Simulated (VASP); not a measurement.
Set up this calculation in VASP 6.6.1, as the native input.

```yaml
Task: single point
Functional: PBEsol
Potentials_or_basis: VASP PAW PBE potentials, release 64 (Au)
Cutoff: 520 eV
k_mesh: 20 × 20 × 20
Occupations: gaussian, width 0.15 eV
Spin: no spin polarisation
Dipole_correction: no
Further_INCAR_settings: ALGO = Normal; EDIFF = 1e-07; NBANDS = 12
```

The structure of Au lies in POSCAR:

```
Au
1.0
   -1.5246874800      1.5246874800      1.5909782400
    1.5246874800     -1.5246874800      1.5909782400
    1.5246874800      1.5246874800     -1.5909782400
Au
1
Direct
    0.0000000000      0.0000000000      0.0000000000
```

This cell differs from its parent crystal: strain -0.080 along x and y, -0.040 along z.

The input as run:

INCAR

```
SYSTEM = Au
PREC = Accurate
ENCUT = 520
EDIFF = 1E-7
ISMEAR = 0
SIGMA = 0.15
LREAL = .False.
LASPH = .True.
NELM = 60
ALGO = Normal
ISIF = 2
LWAVE = .False.
LCHARG = .False.
GGA = PS
NBANDS = 12
```

KPOINTS

```
regular mesh
0
Gamma
  20 20 20
  0 0 0
```

Potentials or basis: VASP PAW PBE potentials, release 64 (Au).

Command:

```console
$ cat potpaw_PBE.64/Au/POTCAR > POTCAR
$ mpirun -np 1 vasp_std > vasp.out
```

It gave:

```json
{
  "Pressure": "36.5 GPa"
}
```

Caveat: the cell differs from its parent crystal (strain -0.080 along x and y, -0.040 along z); the PAW data sets were made with another functional, which shifts forces and pressure a little.

Wall time 55 s on 1 thread of Intel(R) Xeon(R) Platinum 8488C (Sapphire Rapids), with other jobs on the host, peak memory 0.22 GiB.
